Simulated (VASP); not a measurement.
# B2Te3 (R-3m) in VASP: relaxation of cell and atoms with PBE

Aim: the relaxation of cell and atoms of B2Te3 with PBE.

Everything below comes from runs of VASP 6.6.1. Logs are shortened: lines on timing, memory, paths and dates and some standing lists are left out, and cuts for length are marked.

**1. The cell of the first run**

It takes space group R-3m (No. 166, trigonal). Conventional cell: a = 3.771 Å, b = 3.771 Å, c = 26.586 Å, α = 90.00°, β = 90.00°, γ = 120.00°. B (site symmetry 3m) has 6 Te at 2.63 to 2.81 Å within 3.5 Å. Within 3.5 Å of Te (site symmetry 3m) lie 3 B at 2.63 Å and 3 Te at 3.21 Å. Within 3.7 Å of Te (site symmetry -3m) lie 6 B at 2.81 Å.

**2. Relaxation of cell and atoms, PBE**

Input file INCAR:

```
ALGO = Normal
EDIFF = 1E-7
EDIFFG = -0.03
ENCUT = 500
GGA = PE
GGA_COMPAT = F
IBRION = 2
ISIF = 3
ISMEAR = -1
LASPH = T
LCHARG = F
LREAL = F
LWAVE = F
NELM = 120
NELMIN = 4
NSW = 80
PREC = Accurate
SIGMA = 0.0148
```

Input file KPOINTS:

```
k-points
0
Gamma
  6 6 6
```

Input file POSCAR:

```
B2Te3
1.0
    3.7713660000      0.0000000000      0.0000000000
   -1.8856830000      3.2661010000      0.0000000000
   -1.8856830000      1.0887000000      8.8619740000
B Te
2 3
Direct
    0.6000000000      0.4000000000      0.8000000000
    0.4000000000      0.6000000000      0.2000000000
    0.7890000000      0.2110000000      0.3670000000
    0.2110000000      0.7890000000      0.6330000000
    0.0000000000      0.0000000000      0.0000000000
```

Potentials or basis: VASP PAW PBE potentials, release 64 (B, Te).

Command:

```sh
> cat potpaw_PBE.64/B/POTCAR potpaw_PBE.64/Te/POTCAR > POTCAR
> mpirun -np 1 vasp_std > vasp.out
```

OUTCAR:

```text
EDIFF = 1E-7
   EDIFFG = -0.03
   ENCUT = 500
   GGA = PE
   IBRION = 2
   ISIF = 3
   ISMEAR = -1
   LASPH = T
   LREAL = F
   NELM = 120
   NELMIN = 4
   NSW = 80
   PREC = Accurate

 ion  position               nearest neighbor table
   1  0.600  0.400  0.800-   4 2.63   4 2.63   4 2.63   5 2.81   5 2.81   5 2.81
   2  0.400  0.600  0.200-   3 2.63   3 2.63   3 2.63   5 2.81   5 2.81   5 2.81
   3  0.789  0.211  0.367-   2 2.63   2 2.63   2 2.63   4 3.21   4 3.21   4 3.21
   4  0.211  0.789  0.633-   1 2.63   1 2.63   1 2.63   3 3.21   3 3.21   3 3.21
   5  0.000  0.000  0.000-   1 2.81   2 2.81   1 2.81   2 2.81   1 2.81   2 2.81

  LATTYP: Found a trigonal (rhomboedric) cell.
 ALAT       =     9.1255497528
 COS(alpha) =     0.9146015954

  Lattice vectors:

 A1 = (   0.0000000000,  -2.1774010000,   8.8619740000)
 A2 = (   1.8856830000,   1.0887000000,   8.8619740000)
 A3 = (  -1.8856830000,   1.0887000000,   8.8619740000)

Analysis of symmetry for initial positions (statically):
=====================================================================
 Subroutine PRICEL returns:
 Original cell was already a primitive cell.

 Routine SETGRP: Setting up the symmetry group for a
 trigonal (rhombohedral) supercell.

 Subroutine GETGRP returns: Found 12 space group operations
 (whereof 12 operations were pure point group operations)
 out of a pool of 12 trial point group operations.

The static configuration has the point symmetry D_3d.

Analysis of symmetry for dynamics (positions and initial velocities):
=====================================================================
 Subroutine PRICEL returns:
 Original cell was already a primitive cell.

 Routine SETGRP: Setting up the symmetry group for a
 trigonal (rhombohedral) supercell.

 Subroutine GETGRP returns: Found 12 space group operations
 (whereof 12 operations were pure point group operations)
 out of a pool of 12 trial point group operations.

The dynamic configuration has the point symmetry D_3d.

 Subroutine INISYM returns: Found 12 space group operations
 (whereof 12 operations are pure point group operations),
 and found     1 'primitive' translations

----------------------------------------------------------------------------------------

                                     Primitive cell

  volume of cell :     109.1588

  direct lattice vectors                    reciprocal lattice vectors
     3.771366000  0.000000000  0.000000000     0.265155914  0.153087734  0.037613898
    -1.885683000  3.266101000  0.000000000     0.000000000  0.306175467 -0.037613881
    -1.885683000  1.088700000  8.861974000     0.000000000  0.000000000  0.112841676

  length of vectors
     3.771366000  3.771367937  9.125549367     0.308477420  0.308477261  0.112841676

  position of ions in fractional coordinates (direct lattice)
     0.600000000  0.400000000  0.800000000
     0.400000000  0.600000000  0.200000000
     0.789000000  0.211000000  0.367000000
     0.211000000  0.789000000  0.633000000
     0.000000000  0.000000000  0.000000000

  ion indices of the primitive-cell ions
   primitive index   ion index
                 1           1
                 2           2
                 3           3
                 4           4
                 5           5

----------------------------------------------------------------------------------------

 KPOINTS: k-points

Automatic generation of k-mesh.
 Grid dimensions read from file:
 generate k-points for:    6    6    6

 Generating k-lattice:

  Cartesian coordinates                     Fractional coordinates (reciprocal lattice)
     0.044192652  0.025514622  0.006268983     0.166666667 -0.000000000 -0.000000000
     0.000000000  0.051029245 -0.006268980     0.000000000  0.166666667 -0.000000000
     0.000000000  0.000000000  0.018806946     0.000000000  0.000000000  0.166666667

  Length of vectors
     0.051412903  0.051412877  0.018806946

  Shift w.r.t. Gamma in fractional coordinates (k-lattice)
     0.000000000  0.000000000  0.000000000

 Subroutine IBZKPT returns following result:
 ===========================================

 Found     32 irreducible k-points:

 Following reciprocal coordinates:
            Coordinates               Weight
  0.000000  0.000000  0.000000      1.000000
  0.166667  0.000000 -0.000000      6.000000
  0.333333  0.000000 -0.000000      6.000000
  0.500000  0.000000 -0.000000      3.000000
  0.166667  0.166667  0.000000      6.000000
  0.333333  0.166667 -0.000000     12.000000
[... 16 lines left out ...]
  0.500000  0.500000  0.166667      6.000000
  0.166667 -0.333333  0.166667     12.000000
 [... further k-points ...]
   k-points           NKPTS =     32   k-points in BZ     NKDIM =     32   number of bands    NBANDS=     16
   number of dos      NEDOS =    301   number of ions     NIONS =      5
   total plane-waves  NPLWV =  54880
   dimension x,y,z NGX =    28 NGY =   28 NGZ =   70
   dimension x,y,z NGXF=    56 NGYF=   56 NGZF=  140
   ions per type =               2   3
   NGX,Y,Z   is equivalent  to a cutoff of  12.34, 12.34, 12.75 a.u.
   NGXF,Y,Z  is equivalent  to a cutoff of  24.69, 24.69, 25.50 a.u.
 SYSTEM =  unknown system
   PREC   = accura    normal or accurate (medium, high low for compatibility)
   ISTART =      0    job   : 0-new  1-cont  2-samecut
   ICHARG =      2    charge: 1-file 2-atom 10-const
   ISPIN  =      1    spin polarized calculation?
   LNONCOLLINEAR =      F non collinear calculations
   LSORBIT =      F    spin-orbit coupling
   LASPH  =      T    aspherical Exc in radial PAW
   ENCUT  =  500.0 eV  36.75 Ry    6.06 a.u.   6.88  6.88 16.64*2*pi/ulx,y,z
   NELM   =    120;   NELMIN=  4; NELMDL= -5     # of ELM steps
   EDIFF  = 0.1E-06   stopping-criterion for ELM
   LREAL  =      F    real-space projection
   EDIFFG = -.3E-01   stopping-criterion for IOM
   NSW    =     80    number of steps for IOM
   IBRION =      2    ionic relax: 0-MD 1-quasi-New 2-CG
   NFREE  =      1    steps in history (QN), initial steepest desc. (CG)
   ISIF   =      3    stress and relaxation
   ISYM   =      2    0-nonsym 1-usesym 2-fastsym
   POTIM  = 0.5000    time-step for ionic-motion
   TEBEG  =    0.0;   TEEND  =   0.0 temperature during run
   PSTRESS=    0.0 pullay stress
   NELECT =      24.0000    total number of electrons
   NUPDOWN=      -1.0000    fix difference up-down
   EMIN   =  10.00;   EMAX   =-10.00  energy-range for DOS
   EFERMI =   0.00;   METHOD = LEGACY
   ISMEAR =    -1;   SIGMA  =   0.01  broadening in eV -4-tet -1-fermi 0-gaus
   EFERMI_NEDOS =   21; number of points for ismear=-14 and -15
   IALGO  =     38    algorithm
   IMIX   =      4    mixing-type and parameters
     AMIX     =   0.40;   BMIX     =  1.00
     AMIX_MAG =   1.60;   BMIX_MAG =  1.00
  volume/ion in A,a.u.               =      21.83       147.33
  Fermi-wavevector in a.u.,A,eV,Ry     =   0.988080  1.867201 13.283409  0.976303
  Thomas-Fermi vector in A             =   2.119581
   LORBIT       =      0    0 simple, 1 ext, 2 COOP (PROOUT), +10 PAW based schemes
   GGA     = PE    functional components
   LHFCALC =     F    Hartree Fock is set to
   AEXX    =    0.0000 exact exchange contribution
   IVDW    =     0    specifies the selected vdW correction
   LEPSILON=     F    determine dielectric tensor
   LRPA    =     F    only Hartree local field effects (RPA)
 conjugate gradient relaxation of ions
 non-spin polarized calculation
  energy-cutoff  :      500.00
  volume of cell :      109.16
 maximum number of plane-waves:      2797
   NGX = 13   NGY = 13   NGZ = 33

--------------------------------------- Ionic step        1  -------------------------------------------

 number of electron      24.0000000 magnetization

 Free energy of the ion-electron system (eV)
  ---------------------------------------------------
  ext. energy  EPLUGINS =         0.00000000
  ---------------------------------------------------
  free energy    TOTEN  =       -17.79414237 eV

  energy without entropy =      -17.79141770  energy(sigma->0) =      -17.79278003

------------------------ aborting loop because EDIFF is reached ----------------------------------------

  FORCE on cell =-STRESS in cart. coord.  units (eV):
  Direction    XX          YY          ZZ          XY          YZ          ZX
  --------------------------------------------------------------------------------------
  -------------------------------------------------------------------------------------
  Total       -4.4543804     -4.4543865     -7.4961428      0.0000000      0.0000003     -0.0000000
  in kB      -65.3791281    -65.3792177   -110.0245677      0.0000000      0.0000041     -0.0000000
  external PRESSURE =     -80.2609712 kB  Pullay stress =       0.0000000 kB
[... 98 lines left out ...]
  FREE ENERGIE OF THE ION-ELECTRON SYSTEM (eV)
  ---------------------------------------------------
  free  energy   TOTEN  =       -18.5015808627 eV

  energy  without entropy=      -18.4996617830  energy(sigma->0) =      -18.50062132

 E-fermi :   7.6154     XC(G=0): -10.0056

 val. band max:        7.4720537642   @ k =   0.1667   0.1667   0.0000
 cond. band min:       7.6186279660   @ k =  -0.3333   0.3333   0.0000
 fundamental gap:      0.1465742018
 Fermi energy:         7.6153850535

 k-point     1 :       0.0000    0.0000    0.0000
  band No.  band energies     occupation
      1      -7.2037      2.00000
      2      -6.5467      2.00000
      3      -5.1176      2.00000
      4       0.4251      2.00000
      5       1.8715      2.00000
      6       6.2664      2.00000
[... 8 lines left out ...]
     15      10.0991      0.00000
     16      10.2060      0.00000
[... 420 lines left out ...]
  band No.  band energies     occupation
      1      -5.9846      2.00000
      2      -5.5445      2.00000
      3      -4.0642      2.00000
      4       0.7193      2.00000
      5       1.8053      2.00000
      6       2.5340      2.00000
[... 8 lines left out ...]
     15      10.5325      0.00000
     16      10.9658      0.00000

 [... further k-points ...]

[... ionic steps 4 to 28 ...]

--------------------------------------- Ionic step       29  -------------------------------------------

 number of electron      23.9999999 magnetization

------------------------ aborting loop because EDIFF is reached ----------------------------------------

  FORCE on cell =-STRESS in cart. coord.  units (eV):
  Direction    XX          YY          ZZ          XY          YZ          ZX
  --------------------------------------------------------------------------------------
  -------------------------------------------------------------------------------------
  Total        0.0345266      0.0345266     -0.2762314      0.0000000      0.0000000      0.0000000
  in kB        0.5137522      0.5137528     -4.1102955      0.0000000      0.0000001      0.0000000
  external PRESSURE =      -1.0275968 kB  Pullay stress =       0.0000000 kB
[... 63 lines left out ...]
  energy  without entropy=      -19.1968740966  energy(sigma->0) =      -19.19798631

--------------------------------------- Ionic step       31  -------------------------------------------

 number of electron      23.9999999 magnetization

 Free energy of the ion-electron system (eV)
  ---------------------------------------------------
  ext. energy  EPLUGINS =         0.00000000
  ---------------------------------------------------
  free energy    TOTEN  =       -19.19945891 eV

  energy without entropy =      -19.19727443  energy(sigma->0) =      -19.19836667

 E-fermi :   7.3702     XC(G=0):  -9.8256

 val. band max:        7.2510715888   @ k =   0.1667   0.5000   0.1667
 cond. band min:       7.3813225401   @ k =  -0.3333   0.3333   0.0000
 fundamental gap:      0.1302509513
 Fermi energy:         7.3702285420

 k-point     1 :       0.0000    0.0000    0.0000
  band No.  band energies     occupation
      1      -7.5611      2.00000
      2      -6.9144      2.00000
      3      -5.4292      2.00000
      4      -0.0432      2.00000
      5       1.8149      2.00000
      6       5.7094      2.00000
[... 8 lines left out ...]
     15       9.8860      0.00000
     16      10.0493      0.00000
[... 420 lines left out ...]
  band No.  band energies     occupation
      1      -6.3526      2.00000
      2      -5.8357      2.00000
      3      -4.4000      2.00000
      4       0.4379      2.00000
      5       1.5353      2.00000
      6       2.2829      2.00000
[... 8 lines left out ...]
     15      10.2766      0.00000
     16      10.7019      0.00000

 [... further k-points ...]
[... 5 lines left out ...]
  --------------------------------------------------------------------------------------
  -------------------------------------------------------------------------------------
  Total        0.1126789      0.1126790     -0.0034861     -0.0000000     -0.0000000      0.0000000
  in kB        1.6783251      1.6783270     -0.0519244     -0.0000000     -0.0000000      0.0000000
  external PRESSURE =       1.1015759 kB  Pullay stress =       0.0000000 kB
[... 20 lines left out ...]
  FREE ENERGIE OF THE ION-ELECTRON SYSTEM (eV)
  ---------------------------------------------------
  free  energy   TOTEN  =       -19.1994589116 eV

  energy  without entropy=      -19.1972744336  energy(sigma->0) =      -19.19836667

 reached required accuracy - stopping structural energy minimisation
```

Run time: 22 min. Hardware: 1 thread of Intel Xeon Platinum 8259CL at 2.50GHz (Skylake/Cascade Lake), shared host; peak memory 0.26 GiB.

Results:

| Property | Result |
| --- | --- |
| Free energy | -19.1995 eV |
| Relaxed volume | 21.51 Å³/atom |
| Relaxed cell | a = 3.515 Å, b = 3.515 Å, c = 10.255 Å, α = 80.13°, β = 99.87°, γ = 120.00° |
| Space group after relaxing (to 0.05 Å) | R-3m (No. 166) |
| Energy gained by relaxing | 281.1 meV/atom |
| Ionic steps | 31 |
| Pressure after relaxing | 0.1 GPa |
| Largest force after relaxing | 0.013 eV/Å |
| Band gap on the k mesh | zero (band 12 reaches 8.06 eV, above the bottom of band 13 at 7.04 eV) |

Forces on the atoms (eV/Å):
```
B    0.000  0.000  0.006
B    0.000  0.000 -0.006
Te   0.000  0.000 -0.013
Te   0.000  0.000  0.013
Te   0.000  0.000  0.000
```

The path:
```tsv
step	energy change (eV)	largest force (eV/Å)	pressure (GPa)	volume (Å³)
1	0.0000	1.9309	-8.03	109.16
2	-0.7062	1.2024	3.02	92.75
3	-0.7074	1.2460	2.52	93.20
4	-0.8596	0.5636	1.91	94.72
5	-0.9016	0.3390	1.70	96.08
6	-0.9821	0.2978	-1.28	99.90
7	-1.0062	0.5463	-3.23	102.99
8	-1.0433	0.5714	-3.36	103.39
9	-1.1543	0.7242	-3.68	104.53
10	-1.2373	1.1357	-3.68	106.41
11	-1.2386	1.0285	-3.74	105.99
12	-1.3254	0.7188	-1.43	103.57
13	-1.3496	0.4395	0.68	101.68
14	-1.3497	0.4187	0.84	101.55
15	-1.3641	0.2780	0.79	102.01
16	-1.3743	0.1012	0.72	102.97
17	-1.3745	0.0853	0.73	102.86
18	-1.3793	0.0938	0.08	103.89
19	-1.3804	0.1532	-0.47	104.79
20	-1.3847	0.1546	-0.40	105.04
21	-1.3918	0.1500	-0.16	105.78
22	-1.3924	0.1493	-0.07	106.02
23	-1.3956	0.0971	0.27	106.13
24	-1.3958	0.1181	0.38	106.17
25	-1.3979	0.0981	-0.14	107.17
26	-1.3980	0.0953	-0.21	107.32
27	-1.4002	0.0648	-0.26	107.47
28	-1.4031	0.1179	-0.38	107.92
29	-1.4045	0.0713	-0.10	107.67
30	-1.4050	0.0262	0.16	107.44
31	-1.4053	0.0127	0.11	107.57
```

Final structure:
```yaml
crystal:
  lattice:
    - [3.51523, 0.00000, 0.00000]
    - [-1.75761, 3.04428, 0.00000]
    - [-1.75761, 1.01476, 10.05170]
  atoms:
    - { symbol: B, position: [0.60614, 0.39386, 0.81842] }
    - { symbol: B, position: [0.39386, 0.60614, 0.18158] }
    - { symbol: Te, position: [0.76736, 0.23264, 0.30209] }
    - { symbol: Te, position: [0.23264, 0.76736, 0.69791] }
    - { symbol: Te, position: [0.00000, 0.00000, 0.00000] }
```

Caveat: spin-orbit coupling is left out, which moves the levels of the heavy elements; this functional lacks dispersion, which binds the layers, so the pressure and a relaxed spacing across them are unreliable.
